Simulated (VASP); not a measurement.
# SiC (I-4m2) in VASP: further runs

The runs below take SiC through single point, with PBE.

Everything below comes from runs of VASP 6.6.1. Logs are shortened: lines on timing, memory, paths and dates and some standing lists are left out, and cuts for length are marked.

### Step 1. The cell of the first run

The structure is tetragonal, space group I-4m2 (No. 119). Conventional cell: a = 3.320 Å, b = 3.320 Å, c = 4.000 Å, α = 90.00°, β = 90.00°, γ = 90.00°. Si (site symmetry -4m2) has 4 C at 1.94 Å within 2.6 Å. C (site symmetry -4m2) has 4 Si at 1.94 Å within 2.6 Å.

### Step 2. Single point, PBE (strain +0.080 along x and y, -0.080 along z)

Contents of INCAR:

```
SYSTEM = SiC
PREC = Accurate ; ENCUT = 520
EDIFF = 1E-6 ; ISMEAR = 0
SIGMA = 0.05 ; LREAL = .FALSE.
LASPH = .TRUE. ; NELM = 60
ALGO = Normal ; ISIF = 2
LWAVE = .FALSE. ; LCHARG = .FALSE.
GGA = PE ; NBANDS = 11
```

Contents of KPOINTS:

```
Automatic mesh
0
G
  12 12 12
  0 0 0
```

Contents of POSCAR:

```
SiC
1.0
    0.0000000000      2.3479200000      2.0000800000
    2.3479200000      0.0000000000      2.0000800000
    2.3479200000      2.3479200000      0.0000000000
Si C
1 1
Direct
    0.0000000000      0.0000000000      0.0000000000
    0.7500000000      0.7500000000      0.7500000000
```

Potentials or basis: VASP PAW PBE potentials, release 64 (Si, C).

Launch:

```sh
$ cat potpaw_PBE.64/Si/POTCAR potpaw_PBE.64/C/POTCAR > POTCAR
$ mpirun -np 1 vasp_std > vasp.out
```

OUTCAR:

```text
SYSTEM = SiC
   PREC = Accurate
   ENCUT = 520
   EDIFF = 1E-6
   ISMEAR = 0
   LREAL = .FALSE.
   LASPH = .TRUE.
   NELM = 60
   ISIF = 2
   GGA = PE

 ion  position               nearest neighbor table
   1  0.000  0.000  0.000-   2 1.94   2 1.94   2 1.94   2 1.94
   2  0.750  0.750  0.750-   1 1.94   1 1.94   1 1.94   1 1.94

  LATTYP: Found a body centered tetragonal cell.
 ALAT       =     3.3204603074
 C/A-ratio  =     1.2047004420

  Lattice vectors:

 A1 = (   0.0000000000,  -2.3479200000,  -2.0000800000)
 A2 = (   0.0000000000,   2.3479200000,  -2.0000800000)
 A3 = (   2.3479200000,   0.0000000000,   2.0000800000)

Analysis of symmetry for initial positions (statically):
=====================================================================
 Subroutine PRICEL returns:
 Original cell was already a primitive cell.

 Routine SETGRP: Setting up the symmetry group for a
 body centered tetragonal supercell.

 Subroutine GETGRP returns: Found  8 space group operations
 (whereof  8 operations were pure point group operations)
 out of a pool of 16 trial point group operations.

The static configuration has the point symmetry D_2d.

Analysis of symmetry for dynamics (positions and initial velocities):
=====================================================================
 Subroutine PRICEL returns:
 Original cell was already a primitive cell.

 Routine SETGRP: Setting up the symmetry group for a
 body centered tetragonal supercell.

 Subroutine GETGRP returns: Found  8 space group operations
 (whereof  8 operations were pure point group operations)
 out of a pool of 16 trial point group operations.

The dynamic configuration has the point symmetry D_2d.

 Subroutine INISYM returns: Found  8 space group operations
 (whereof  8 operations are pure point group operations),
 and found     1 'primitive' translations

----------------------------------------------------------------------------------------

                                     Primitive cell

  volume of cell :      22.0518

  direct lattice vectors                    reciprocal lattice vectors
     0.000000000  2.347920000  2.000080000    -0.212954445  0.212954445  0.249990000
     2.347920000  0.000000000  2.000080000     0.212954445 -0.212954445  0.249990000
     2.347920000  2.347920000  0.000000000     0.212954445  0.212954445 -0.249990000

  length of vectors
     3.084322994  3.084322994  3.320460307     0.391400296  0.391400296  0.391400296

  position of ions in fractional coordinates (direct lattice)
     0.000000000  0.000000000  0.000000000
     0.750000000  0.750000000  0.750000000

  ion indices of the primitive-cell ions
   primitive index   ion index
                 1           1
                 2           2

----------------------------------------------------------------------------------------

 KPOINTS: Automatic mesh

Automatic generation of k-mesh.
 Grid dimensions read from file:
 generate k-points for:   12   12   12

 Generating k-lattice:

  Cartesian coordinates                     Fractional coordinates (reciprocal lattice)
    -0.017746204  0.017746204  0.020832500     0.083333333  0.000000000  0.000000000
     0.017746204 -0.017746204  0.020832500     0.000000000  0.083333333  0.000000000
     0.017746204  0.017746204 -0.020832500    -0.000000000 -0.000000000  0.083333333

  Length of vectors
     0.032616691  0.032616691  0.032616691

  Shift w.r.t. Gamma in fractional coordinates (k-lattice)
     0.000000000  0.000000000  0.000000000

 Subroutine IBZKPT returns following result:
 ===========================================

 Found    163 irreducible k-points:

 Following reciprocal coordinates:
            Coordinates               Weight
  0.000000  0.000000  0.000000      1.000000
  0.083333  0.000000  0.000000      8.000000
  0.166667  0.000000  0.000000      8.000000
  0.250000  0.000000  0.000000      8.000000
  0.333333  0.000000  0.000000      8.000000
  0.416667  0.000000  0.000000      8.000000
[... 16 lines left out ...]
  0.500000  0.166667  0.000000      8.000000
 -0.416667  0.166667  0.000000      8.000000
 [... further k-points ...]
   k-points           NKPTS =    163   k-points in BZ     NKDIM =    163   number of bands    NBANDS=     11
   number of dos      NEDOS =    301   number of ions     NIONS =      2
   total plane-waves  NPLWV =  16128
   dimension x,y,z NGX =    24 NGY =   24 NGZ =   28
   dimension x,y,z NGXF=    48 NGYF=   48 NGZF=   56
   ions per type =               1   1
   NGX,Y,Z   is equivalent  to a cutoff of  12.94, 12.94, 14.02 a.u.
   NGXF,Y,Z  is equivalent  to a cutoff of  25.87, 25.87, 28.04 a.u.
 SYSTEM =  SiC
   PREC   = accura    normal or accurate (medium, high low for compatibility)
   ISTART =      0    job   : 0-new  1-cont  2-samecut
   ICHARG =      2    charge: 1-file 2-atom 10-const
   ISPIN  =      1    spin polarized calculation?
   LNONCOLLINEAR =      F non collinear calculations
   LSORBIT =      F    spin-orbit coupling
   LASPH  =      T    aspherical Exc in radial PAW
   ENCUT  =  520.0 eV  38.22 Ry    6.18 a.u.   5.73  5.73  6.17*2*pi/ulx,y,z
   NELM   =     60;   NELMIN=  2; NELMDL= -5     # of ELM steps
   EDIFF  = 0.1E-05   stopping-criterion for ELM
   LREAL  =      F    real-space projection
[... 7 lines left out ...]
   TEBEG  =    0.0;   TEEND  =   0.0 temperature during run
   PSTRESS=    0.0 pullay stress
   NELECT =       8.0000    total number of electrons
   NUPDOWN=      -1.0000    fix difference up-down
   EMIN   =  10.00;   EMAX   =-10.00  energy-range for DOS
   EFERMI =   0.00;   METHOD = LEGACY
   ISMEAR =     0;   SIGMA  =   0.05  broadening in eV -4-tet -1-fermi 0-gaus
   EFERMI_NEDOS =   21; number of points for ismear=-14 and -15
   IALGO  =     38    algorithm
   IMIX   =      4    mixing-type and parameters
     AMIX     =   0.40;   BMIX     =  1.00
     AMIX_MAG =   1.60;   BMIX_MAG =  1.00
  volume/ion in A,a.u.               =      11.03        74.41
  Fermi-wavevector in a.u.,A,eV,Ry     =   1.167589  2.206424 18.548349  1.363265
  Thomas-Fermi vector in A             =   2.304088
   LORBIT       =      0    0 simple, 1 ext, 2 COOP (PROOUT), +10 PAW based schemes
   GGA     = PE    functional components
   LHFCALC =     F    Hartree Fock is set to
   AEXX    =    0.0000 exact exchange contribution
   IVDW    =     0    specifies the selected vdW correction
   LEPSILON=     F    determine dielectric tensor
   LRPA    =     F    only Hartree local field effects (RPA)
 non-spin polarized calculation
 Gauss-broadening in eV      SIGMA  =   0.05
  energy-cutoff  :      520.00
  volume of cell :       22.05
 maximum number of plane-waves:       611
   NGX = 11   NGY = 11   NGZ = 13

 number of electron       8.0000000 magnetization

 Free energy of the ion-electron system (eV)
  ---------------------------------------------------
  ext. energy  EPLUGINS =         0.00000000
  ---------------------------------------------------
  free energy    TOTEN  =       -14.78538190 eV

  energy without entropy =      -14.78536625  energy(sigma->0) =      -14.78537408

 E-fermi :   8.1103     XC(G=0): -11.1107

 val. band max:        8.0674335627   @ k =   0.0000   0.0000   0.0000
 cond. band min:       8.1531734794   @ k =   0.5000   0.5000   0.0000
 fundamental gap:      0.0857399167
 Fermi energy:         8.1103035240

 k-point     1 :       0.0000    0.0000    0.0000
  band No.  band energies     occupation
      1      -7.4651      2.00000
      2       7.2164      2.00000
      3       7.2164      2.00000
      4       8.0674      1.77470
      5      12.8084      0.00000
      6      14.0859      0.00000
      7      14.6125      0.00000
      8      14.6125      0.00000
      9      19.3768      0.00000
     10      22.3134      0.00000
     11      22.5107      0.00000

 k-point     2 :       0.0833    0.0000    0.0000
  band No.  band energies     occupation
      1      -7.3341      2.00000
      2       6.6649      2.00000
      3       7.0724      2.00000
      4       7.8429      2.00000
      5      13.1194      0.00000
      6      13.9979      0.00000
      7      14.6988      0.00000
      8      14.9005      0.00000
      9      19.0837      0.00000
     10      21.0169      0.00000
     11      23.3857      0.00000

 k-point     3 :       0.1667    0.0000    0.0000
  band No.  band energies     occupation
      1      -6.9450      2.00000
      2       5.1586      2.00000
      3       6.7186      2.00000
      4       7.6133      2.00000
      5      12.9240      0.00000
      6      14.4965      0.00000
      7      14.6849      0.00000
      8      15.6851      0.00000
      9      19.1256      0.00000
     10      20.1541      0.00000
     11      24.1914      0.00000

 k-point     4 :       0.2500    0.0000    0.0000
  band No.  band energies     occupation
      1      -6.3130      2.00000
      2       3.3296      2.00000
      3       6.3044      2.00000
      4       7.4257      2.00000
      5      12.3404      0.00000
      6      14.3214      0.00000
      7      15.2465      0.00000
      8      16.6423      0.00000
      9      19.9418      0.00000
     10      20.1305      0.00000
     11      23.8887      0.00000
[... 239 lines left out ...]
 k-point    22 :       0.4167    0.1667    0.0000
  band No.  band energies     occupation
      1      -4.4579      2.00000
      2       0.9709      2.00000
      3       4.8847      2.00000
      4       5.8527      2.00000
      5      11.4226      0.00000
      6      14.5787      0.00000
      7      15.4191      0.00000
      8      16.3314      0.00000
      9      21.3207      0.00000
     10      24.3682      0.00000
     11      25.3634      0.00000

 k-point    23 :       0.5000    0.1667    0.0000
  band No.  band energies     occupation
      1      -3.7246      2.00000
      2      -0.1364      2.00000
      3       4.8843      2.00000
      4       5.6152      2.00000
      5      11.2637      0.00000
      6      15.0641      0.00000
      7      15.0841      0.00000
      8      16.7429      0.00000
      9      21.3996      0.00000
     10      24.6140      0.00000
     11      25.8428      0.00000

 k-point    24 :      -0.4167    0.1667    0.0000
  band No.  band energies     occupation
      1      -3.8396      2.00000
      2      -0.0117      2.00000
      3       5.0727      2.00000
      4       5.4147      2.00000
      5      11.3015      0.00000
      6      14.9211      0.00000
      7      15.0733      0.00000
      8      17.8995      0.00000
      9      20.9108      0.00000
     10      22.8465      0.00000
     11      25.7745      0.00000

 [... further k-points ...]
[... 5 lines left out ...]
  --------------------------------------------------------------------------------------
  -------------------------------------------------------------------------------------
  Total       -2.8950947     -2.8950947      1.2165138      0.0000000      0.0000000      0.0000000
  in kB     -210.3436466   -210.3436466     88.3860419      0.0000000      0.0000000      0.0000000
  external PRESSURE =    -110.7670838 kB  Pullay stress =       0.0000000 kB

 VOLUME and BASIS-vectors are now :
 -----------------------------------------------------------------------------
  energy-cutoff  :      520.00
  volume of cell :       22.05
      direct lattice vectors                 reciprocal lattice vectors
     0.000000000  2.347920000  2.000080000    -0.212954445  0.212954445  0.249990000
     2.347920000  0.000000000  2.000080000     0.212954445 -0.212954445  0.249990000
     2.347920000  2.347920000  0.000000000     0.212954445  0.212954445 -0.249990000

 POSITION                                       TOTAL-FORCE (eV/Angst)
 -----------------------------------------------------------------------------------
      0.00000      0.00000      0.00000         0.000000      0.000000      0.000000
      3.52188      3.52188      3.00012        -0.000000     -0.000000      0.000000
 -----------------------------------------------------------------------------------
    total drift:                                0.000000      0.000000      0.000000

  FREE ENERGIE OF THE ION-ELECTRON SYSTEM (eV)
  ---------------------------------------------------
  free  energy   TOTEN  =       -14.7853819050 eV

  energy  without entropy=      -14.7853662513  energy(sigma->0) =      -14.78537408
```

It took 42 s on 1 thread of Intel Xeon 8259CL, shared host; peak memory 0.16 GiB.

Results:

| Property | Result |
| --- | --- |
| Free energy | -14.7854 eV |
| Pressure | -11.1 GPa |
| Band gap on the k mesh | 0.09 eV, indirect (least direct gap 4.22 eV) |

Stress tensor (GPa, compression positive):
```
-21.03   0.00   0.00
  0.00 -21.03   0.00
  0.00   0.00   8.84
```

Levels at points of the mesh, in eV from the valence-band top:
```csv
k point,band 1,band 2,band 3,band 4,band 5,band 6,band 7,band 8
"(0.00, 0.00, 0.00)",-15.53,-0.85,-0.85,0.00,4.74,6.02,6.55,6.55
"(0.50, 0.00, 0.00)",-12.13,-8.78,-2.44,-0.92,3.30,5.32,8.38,9.43
"(0.50, 0.50, 0.00)",-10.04,-6.92,-4.67,-4.67,0.09,1.69,12.25,12.25
"(0.50, 0.00, 0.50)",-11.14,-8.82,-3.11,-2.91,1.43,4.45,10.56,11.98
```

Caveat: the cell differs from its parent crystal (strain +0.080 along x and y, -0.080 along z). A k mesh can miss the band edges.

### Step 3. Single point, PBE (strain +0.080 along x and y, +0.000 along z)

Contents of INCAR:

```
PREC = Accurate ; ENCUT = 520
EDIFF = 1E-7 ; ISMEAR = 0
SIGMA = 0.05 ; LREAL = False
LASPH = True ; NELM = 60
ALGO = Normal ; ISIF = 2
LWAVE = False ; LCHARG = False
GGA = PE ; NBANDS = 11
```

Contents of KPOINTS:

```
regular mesh
0
Gamma
  12 12 12
```

Contents of POSCAR:

```
SiC
1.0
    0.0000000000      2.3479200000      2.1740000000
    2.3479200000      0.0000000000      2.1740000000
    2.3479200000      2.3479200000      0.0000000000
Si C
1 1
Direct
    0.0000000000      0.0000000000      0.0000000000
    0.7500000000      0.7500000000      0.7500000000
```

Potentials or basis: VASP PAW PBE potentials, release 64 (Si, C).

Launch:

```sh
$ cat potpaw_PBE.64/Si/POTCAR potpaw_PBE.64/C/POTCAR > POTCAR
$ mpirun -np 1 vasp_std > vasp.out
```

It took 48 s on 1 thread of Intel Xeon 8259CL, shared host; peak memory 0.17 GiB.

The run converged. Its results:

| Quantity | Value |
| --- | --- |
| Free energy | -14.7724 eV |
| Pressure | -21.8 GPa |
| Band gap on the k mesh | 0.80 eV, indirect (least direct gap 4.19 eV) |

Stress tensor (GPa, compression positive):
```
-27.27   0.00   0.00
  0.00 -27.27   0.00
  0.00   0.00 -10.88
```

Levels at points of the mesh, in eV from the valence-band top:
```tsv
k point	band 1	band 2	band 3	band 4	band 5	band 6	band 7	band 8	band 9
(0.00, 0.00, 0.00)	-14.60	-0.45	-0.45	0.00	4.19	5.90	6.16	6.16	12.36
(0.50, 0.00, 0.00)	-11.54	-8.07	-1.70	-0.94	3.59	5.89	7.07	8.99	13.89
(0.50, 0.50, 0.00)	-9.92	-7.10	-3.67	-3.67	0.80	2.71	11.91	11.91	13.29
(0.50, 0.00, 0.50)	-10.40	-7.95	-2.99	-2.88	1.41	3.95	11.15	12.17	12.92
```

Caveat: the cell differs from its parent crystal (strain +0.080 along x and y, +0.000 along z). A k mesh can miss the band edges.
